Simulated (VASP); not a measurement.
Input of a VASP 6.6.1 run:

File INCAR:

```
PREC = Accurate
ENCUT = 520
EDIFF = 1E-6
ISMEAR = -1
SIGMA = 0.02
LREAL = Auto
LASPH = T
NELM = 60
ALGO = Normal
ISIF = 2
LWAVE = F
LCHARG = F
NBANDS = 66
```

File KPOINTS:

```
regular mesh
0
Gamma
  2 2 1
```

Contents of POSCAR:

```
MgO
1.0
    6.1010590000      0.0000000000      0.0000000000
    3.0505290000      5.2836720000      0.0000000000
    0.0000000000      0.0000000000     19.2268670000
Mg O
12 12
Direct
    0.0000000000      0.0000000000      0.0520105538
    0.0000092254      0.4999931866      0.0520105538
    0.4999951648      0.0000000000      0.0520105538
    0.5000043902      0.4999931866      0.0520105538
    0.5952090554      0.7372145735      0.1819797266
    0.6191112400      0.1774334213      0.1819641234
    0.1837355548      0.6694965168      0.1802321720
    0.0610865516      0.2367482312      0.2173781095
    0.3097535439      0.3895964776      0.3239685384
    0.3473906597      0.8074498190      0.2967046061
    0.8126182245      0.2501101507      0.3346775114
    0.7800849894      0.8085664667      0.3364770766
    0.3333305588      0.8333409038      0.1167844974
    0.3333307966      0.3333287910      0.1167844974
    0.8333257236      0.8333409038      0.1167844974
    0.8333423519      0.3333287910      0.1167844974
    0.9412352819      0.5482550772      0.2600683720
    1.0481622616     -0.0561541292      0.2506232555
    0.5070017535      0.5345146330      0.2408556735
    0.4795993654      0.0057157219      0.2349524756
    0.5734502045      0.1535295908      0.3783923819
    0.6980827618      0.5752628097      0.3793077676
    0.2016389361      0.1484952132      0.3253156117
    0.2121115838      0.6879117402      0.3710432906
```

Potentials or basis: VASP PAW LDA potentials, release 64 (Mg, O).

Command:

```sh
$ cat potpaw_LDA.64/Mg/POTCAR potpaw_LDA.64/O/POTCAR > POTCAR
$ mpirun -np 1 vasp_std > vasp.out
```

Task: Estimate the largest force.

Result: 4.533 eV/Å.

Task: Estimate the band gap on the k mesh.

Result: 0.02 eV (least direct gap 0.03 eV).

Forces on the atoms (eV/Å):
```
Mg   0.213  0.240  1.980
Mg  -0.102 -0.264  2.036
Mg  -0.278  0.201  1.510
Mg   0.150 -0.062  1.561
Mg   2.057 -3.473 -0.938
Mg   1.183  0.025  0.563
Mg  -1.236  0.259  0.434
Mg   1.194 -1.074 -1.379
Mg  -1.164 -0.263 -0.411
Mg   1.242  0.534  3.699
Mg   1.038  0.238  1.124
Mg   0.725  0.090  0.345
O   -0.955 -0.189 -2.905
O    0.093  0.897 -1.621
O   -0.088  0.183 -1.173
O   -0.285 -0.068 -1.004
O    1.249  0.965 -0.935
O   -3.513  2.293 -1.717
O   -1.477 -3.889 -1.651
O    0.675  2.465  1.086
O    1.556 -1.266 -1.158
O   -0.776 -0.005 -0.908
O   -1.087  0.912  1.548
O   -0.416  1.252 -0.088
```

Caveat: the k points lie up to 0.59 Å⁻¹ apart; the atoms stand as in a frame of molecular dynamics.
